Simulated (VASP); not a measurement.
# Ag (Pm-3m) in VASP: a series of runs

Ag is run at these levels: r2SCAN; tasks: single point.

Everything below comes from runs of VASP 6.6.1. Logs are shortened: lines on timing, memory, paths and dates and some standing lists are left out, and cuts for length are marked.

## Step 1: The cell of the first run

Symmetry: Pm-3m, No. 221, cubic system. Conventional cell: a = 2.602 Å, b = 2.602 Å, c = 2.602 Å, α = 90.00°, β = 90.00°, γ = 90.00°. Within 3.4 Å of Ag (site symmetry m-3m) lie 6 Ag at 2.60 Å.

This isn't the form of Ag at room conditions, which is fcc.

## Step 2: Single point, r2SCAN (17.62 Å³/atom)

POSCAR reads:

```
Ag
1.0
    2.6021905312      0.0000000000      0.0000000000
    0.0000000000      2.6021905312      0.0000000000
    0.0000000000      0.0000000000      2.6021905312
Ag
1
Direct
    0.0000000000      0.0000000000      0.0000000000
```

INCAR.step1 reads:

```
PREC = Accurate ; ENCUT = 520
ISMEAR = -1 ; SIGMA = 0.1
LREAL = False ; LASPH = True
NELM = 80 ; NBANDS = 12
GGA = PE ; ALGO = Normal
EDIFF = 1E-4 ; LWAVE = True
LCHARG = False
```

INCAR.step2 reads:

```
PREC = Accurate ; ENCUT = 520
EDIFF = 1E-6 ; ISMEAR = -1
SIGMA = 0.1 ; LREAL = False
LASPH = True ; NELM = 80
ALGO = Normal ; ISIF = 2
LWAVE = False ; LCHARG = True
METAGGA = R2SCAN ; LMIXTAU = True
LELF = True ; LVHAR = True
NBANDS = 12 ; ISTART = 1
```

KPOINTS reads:

```
regular mesh
0
Gamma
  13 13 13
```

Potentials or basis: VASP PAW PBE potentials, release 64 (Ag).

Command:

```sh
> cat potpaw_PBE.64/Ag/POTCAR > POTCAR
> cp INCAR.step1 INCAR
> mpirun -np 1 vasp_std > vasp.out
> cp INCAR.step2 INCAR
> mpirun -np 1 vasp_std > vasp.out
```

OUTCAR:

```text
PREC = Accurate
   ENCUT = 520
   EDIFF = 1E-6
   ISMEAR = -1
   LREAL = False
   LASPH = True
   NELM = 80
   ISIF = 2
   METAGGA = R2SCAN
   ISTART = 1

 ion  position               nearest neighbor table
   1  0.000  0.000  0.000-

  LATTYP: Found a simple cubic cell.
 ALAT       =     2.6021905312

  Lattice vectors:

 A1 = (   2.6021905312,   0.0000000000,   0.0000000000)
 A2 = (   0.0000000000,   2.6021905312,   0.0000000000)
 A3 = (   0.0000000000,   0.0000000000,   2.6021905312)

Analysis of symmetry for initial positions (statically):
=====================================================================
 Subroutine PRICEL returns:
 Original cell was already a primitive cell.

 Routine SETGRP: Setting up the symmetry group for a
 simple cubic supercell.

 Subroutine GETGRP returns: Found 48 space group operations
 (whereof 48 operations were pure point group operations)
 out of a pool of 48 trial point group operations.

The static configuration has the point symmetry O_h .

Analysis of symmetry for dynamics (positions and initial velocities):
=====================================================================
 Subroutine PRICEL returns:
 Original cell was already a primitive cell.

 Routine SETGRP: Setting up the symmetry group for a
 simple cubic supercell.

 Subroutine GETGRP returns: Found 48 space group operations
 (whereof 48 operations were pure point group operations)
 out of a pool of 48 trial point group operations.

The dynamic configuration has the point symmetry O_h .

 Subroutine INISYM returns: Found 48 space group operations
 (whereof 48 operations are pure point group operations),
 and found     1 'primitive' translations

----------------------------------------------------------------------------------------

                                     Primitive cell

  volume of cell :      17.6205

  direct lattice vectors                    reciprocal lattice vectors
     2.602190531  0.000000000  0.000000000     0.384291614  0.000000000  0.000000000
     0.000000000  2.602190531  0.000000000     0.000000000  0.384291614  0.000000000
     0.000000000  0.000000000  2.602190531     0.000000000  0.000000000  0.384291614

  length of vectors
     2.602190531  2.602190531  2.602190531     0.384291614  0.384291614  0.384291614

  position of ions in fractional coordinates (direct lattice)
     0.000000000  0.000000000  0.000000000

  ion indices of the primitive-cell ions
   primitive index   ion index
                 1           1

----------------------------------------------------------------------------------------

 KPOINTS: regular mesh

Automatic generation of k-mesh.
 Grid dimensions read from file:
 generate k-points for:   13   13   13

 Generating k-lattice:

  Cartesian coordinates                     Fractional coordinates (reciprocal lattice)
     0.029560893  0.000000000  0.000000000     0.076923077  0.000000000  0.000000000
     0.000000000  0.029560893  0.000000000     0.000000000  0.076923077  0.000000000
     0.000000000  0.000000000  0.029560893     0.000000000  0.000000000  0.076923077

  Length of vectors
     0.029560893  0.029560893  0.029560893

  Shift w.r.t. Gamma in fractional coordinates (k-lattice)
     0.000000000  0.000000000  0.000000000

 Subroutine IBZKPT returns following result:
 ===========================================

 Found     84 irreducible k-points:

 Following reciprocal coordinates:
            Coordinates               Weight
  0.000000  0.000000  0.000000      1.000000
  0.076923  0.000000  0.000000      6.000000
  0.153846  0.000000  0.000000      6.000000
  0.230769  0.000000  0.000000      6.000000
  0.307692  0.000000  0.000000      6.000000
  0.384615  0.000000  0.000000      6.000000
[... 16 lines left out ...]
  0.307692  0.307692  0.000000     12.000000
  0.384615  0.307692  0.000000     24.000000
 [... further k-points ...]
   k-points           NKPTS =     84   k-points in BZ     NKDIM =     84   number of bands    NBANDS=     12
   number of dos      NEDOS =    301   number of ions     NIONS =      1
   total plane-waves  NPLWV =   8000
   dimension x,y,z NGX =    20 NGY =   20 NGZ =   20
   dimension x,y,z NGXF=    40 NGYF=   40 NGZF=   40
   ions per type =               1
   NGX,Y,Z   is equivalent  to a cutoff of  12.78, 12.78, 12.78 a.u.
   NGXF,Y,Z  is equivalent  to a cutoff of  25.55, 25.55, 25.55 a.u.
 SYSTEM =  unknown system
   PREC   = accura    normal or accurate (medium, high low for compatibility)
   ISTART =      1    job   : 0-new  1-cont  2-samecut
   ICHARG =      0    charge: 1-file 2-atom 10-const
   ISPIN  =      1    spin polarized calculation?
   LNONCOLLINEAR =      F non collinear calculations
   LSORBIT =      F    spin-orbit coupling
   LASPH  =      T    aspherical Exc in radial PAW
   ENCUT  =  520.0 eV  38.22 Ry    6.18 a.u.   4.84  4.84  4.84*2*pi/ulx,y,z
   NELM   =     80;   NELMIN=  2; NELMDL=  0     # of ELM steps
   EDIFF  = 0.1E-05   stopping-criterion for ELM
   LREAL  =      F    real-space projection
   EDIFFG = 0.1E-04   stopping-criterion for IOM
   NSW    =      0    number of steps for IOM
   IBRION =     -1    ionic relax: 0-MD 1-quasi-New 2-CG
   NFREE  =      0    steps in history (QN), initial steepest desc. (CG)
   ISIF   =      2    stress and relaxation
   ISYM   =      2    0-nonsym 1-usesym 2-fastsym
   POTIM  = 0.5000    time-step for ionic-motion
   TEBEG  =    0.0;   TEEND  =   0.0 temperature during run
   PSTRESS=    0.0 pullay stress
   NELECT =      11.0000    total number of electrons
   NUPDOWN=      -1.0000    fix difference up-down
   EMIN   =  10.00;   EMAX   =-10.00  energy-range for DOS
   EFERMI =   0.00;   METHOD = LEGACY
   ISMEAR =    -1;   SIGMA  =   0.10  broadening in eV -4-tet -1-fermi 0-gaus
   EFERMI_NEDOS =   21; number of points for ismear=-14 and -15
   IALGO  =     38    algorithm
   IMIX   =      4    mixing-type and parameters
     AMIX     =   0.40;   BMIX     =  1.00
     AMIX_MAG =   1.60;   BMIX_MAG =  1.00
  volume/ion in A,a.u.               =      17.62       118.91
  Fermi-wavevector in a.u.,A,eV,Ry     =   1.399158  2.644024 26.635336  1.957642
  Thomas-Fermi vector in A             =   2.522245
   LORBIT       =      0    0 simple, 1 ext, 2 COOP (PROOUT), +10 PAW based schemes
   METAGGA = R2SCAN    functional components
   LHFCALC =     F    Hartree Fock is set to
   AEXX    =    0.0000 exact exchange contribution
   IVDW    =     0    specifies the selected vdW correction
   LEPSILON=     F    determine dielectric tensor
   LRPA    =     F    only Hartree local field effects (RPA)
 non-spin polarized calculation
  energy-cutoff  :      520.00
  volume of cell :       17.62
 maximum number of plane-waves:       488
 NGX is ok and might be reduce to    20
   NGX =  9   NGY =  9   NGZ =  9

 number of electron      11.0000008 magnetization

 Free energy of the ion-electron system (eV)
  ---------------------------------------------------
  ext. energy  EPLUGINS =         0.00000000
  ---------------------------------------------------
  free energy    TOTEN  =       -20.92141686 eV

  energy without entropy =      -20.91151790  energy(sigma->0) =      -20.91646738

 E-fermi :   7.9421     XC(G=0): -12.6252

 val. band max:        7.9018265194   @ k =   0.3077   0.3077   0.2308
 cond. band min:       8.0135045530   @ k =   0.3846   0.3077   0.0769
 fundamental gap:      0.1116780336
 Fermi energy:         7.9420735175

 k-point     1 :       0.0000    0.0000    0.0000
  band No.  band energies     occupation
      1       0.3654      2.00000
      2       0.9555      2.00000
      3       0.9555      2.00000
      4       4.8512      2.00000
      5       4.8512      2.00000
      6       4.8512      2.00000
      7      23.6576      0.00000
      8      23.6576      0.00000
      9      23.6576      0.00000
     10      29.6770      0.00000
     11      29.6770      0.00000
     12      30.3329      0.00000

 k-point     2 :       0.0769    0.0000    0.0000
  band No.  band energies     occupation
      1       0.5128      2.00000
      2       0.9774      2.00000
      3       1.0769      2.00000
      4       4.7681      2.00000
      5       4.7681      2.00000
      6       4.8580      2.00000
      7      22.3029      0.00000
      8      23.8997      0.00000
      9      23.8997      0.00000
     10      29.4499      0.00000
     11      29.9677      0.00000
     12      31.5964      0.00000

 k-point     3 :       0.1538    0.0000    0.0000
  band No.  band energies     occupation
      1       0.8250      2.00000
      2       1.0384      2.00000
      3       1.5502      2.00000
      4       4.5442      2.00000
      5       4.5442      2.00000
      6       4.8769      2.00000
      7      19.8015      0.00000
      8      24.5949      0.00000
      9      24.5949      0.00000
     10      28.8463      0.00000
     11      29.9745      0.00000
     12      34.6471      0.00000
[... 286 lines left out ...]
 k-point    23 :       0.3077    0.3077    0.0000
  band No.  band energies     occupation
      1       1.6488      2.00000
      2       1.9954      2.00000
      3       3.6033      2.00000
      4       4.0395      2.00000
      5       4.1173      2.00000
      6       6.3518      2.00000
      7      15.6835      0.00000
      8      18.6027      0.00000
      9      25.9024      0.00000
     10      29.8970      0.00000
     11      30.3008      0.00000
     12      33.9987      0.00000

 k-point    24 :       0.3846    0.3077    0.0000
  band No.  band energies     occupation
      1       1.6915      2.00000
      2       1.7716      2.00000
      3       3.8483      2.00000
      4       4.0678      2.00000
      5       4.1217      2.00000
      6       7.8011      1.60735
      7      13.9367      0.00000
      8      19.1595      0.00000
      9      23.9717      0.00000
     10      29.8444      0.00000
     11      31.6816      0.00000
     12      33.4057      0.00000

 [... further k-points ...]
[... 5 lines left out ...]
  --------------------------------------------------------------------------------------
  -------------------------------------------------------------------------------------
  Total        1.6337117      1.6337117      1.6337117     -0.0000000     -0.0000000     -0.0000000
  in kB      148.5486533    148.5486533    148.5486533     -0.0000000     -0.0000000     -0.0000000
  external PRESSURE =     148.5486533 kB  Pullay stress =       0.0000000 kB

 VOLUME and BASIS-vectors are now :
 -----------------------------------------------------------------------------
  energy-cutoff  :      520.00
  volume of cell :       17.62
      direct lattice vectors                 reciprocal lattice vectors
     2.602190531  0.000000000  0.000000000     0.384291614  0.000000000  0.000000000
     0.000000000  2.602190531  0.000000000     0.000000000  0.384291614  0.000000000
     0.000000000  0.000000000  2.602190531     0.000000000  0.000000000  0.384291614

 POSITION                                       TOTAL-FORCE (eV/Angst)
 -----------------------------------------------------------------------------------
      0.00000      0.00000      0.00000         0.000000      0.000000      0.000000
 -----------------------------------------------------------------------------------
    total drift:                                0.000000      0.000000      0.000000

  FREE ENERGIE OF THE ION-ELECTRON SYSTEM (eV)
  ---------------------------------------------------
  free  energy   TOTEN  =       -20.9214168647 eV

  energy  without entropy=      -20.9115179016  energy(sigma->0) =      -20.91646738
```

Run time: 68 s. Hardware: 1 thread of Intel Xeon 8259CL, shared host; peak memory 0.14 GiB.

What came out:

```
Free energy            : -20.9214 eV
Pressure               : 14.9 GPa
Band gap on the k mesh : zero (an odd number of electrons rules out a gap without spin polarisation)
```

Levels at points of the mesh, in eV from the Fermi level:
| k point | band 4 | band 5 | band 6 | band 7 | band 8 | band 9 |
| --- | --- | --- | --- | --- | --- | --- |
| (0.00, 0.00, 0.00) | -3.09 | -3.09 | -3.09 | 15.72 | 15.72 | 15.72 |

Caveat: the cell stands under pressure; the PAW data sets were made with another functional, which shifts forces and pressure a little.

## Step 3: Single point, r2SCAN (18.42 Å³/atom)

This run uses another cell than the first one, of 18.42 Å³/atom.

POSCAR reads:

```
Ag
1.0
    2.6410349226      0.0000000000      0.0000000000
    0.0000000000      2.6410349226      0.0000000000
    0.0000000000      0.0000000000      2.6410349226
Ag
1
Direct
    0.0000000000      0.0000000000      0.0000000000
```

INCAR.step1 reads:

```
  PREC = Accurate
  ENCUT = 520
  ISMEAR = -1
  SIGMA = 0.1
  LREAL = False
  LASPH = True
  NELM = 60
  NBANDS = 12
  GGA = PE
  ALGO = Normal
  EDIFF = 1E-4
  LWAVE = True
  LCHARG = False
```

INCAR.step2 reads:

```
  PREC = Accurate
  ENCUT = 520
  EDIFF = 1E-7
  ISMEAR = -1
  SIGMA = 0.1
  LREAL = False
  LASPH = True
  NELM = 60
  ALGO = Normal
  ISIF = 2
  LWAVE = False
  LCHARG = False
  METAGGA = R2SCAN
  LMIXTAU = True
  NBANDS = 12
  ISTART = 1
```

KPOINTS is that of step 2.

Potentials or basis: VASP PAW PBE potentials, release 64 (Ag).

Command:

```sh
> cat potpaw_PBE.64/Ag/POTCAR > POTCAR
> cp INCAR.step1 INCAR
> mpirun -np 1 vasp_std > vasp.out
> cp INCAR.step2 INCAR
> mpirun -np 1 vasp_std > vasp.out
```

It took 85 s on 1 thread of Intel Xeon 8259CL, shared host; peak memory 0.14 GiB.

Results (log left out):

| Quantity | Value |
| --- | --- |
| Free energy | -20.9798 eV |
| Pressure | 8.6 GPa |
| Band gap on the k mesh | zero (an odd number of electrons rules out a gap without spin polarisation) |

Levels at points of the mesh, in eV from the Fermi level:
| k point | band 2 | band 3 | band 4 | band 5 | band 6 | band 7 | band 8 | band 9 | band 10 | band 11 |
| --- | --- | --- | --- | --- | --- | --- | --- | --- | --- | --- |
| (0.00, 0.00, 0.00) | -6.72 | -6.72 | -3.10 | -3.10 | -3.10 | 15.35 | 15.35 | 15.35 | 21.12 | 21.12 |

Caveat: the cell stands under pressure; the PAW data sets were made with another functional, which shifts forces and pressure a little.

The gap in the log of VASP goes by the Fermi energy; the results here count the filled bands.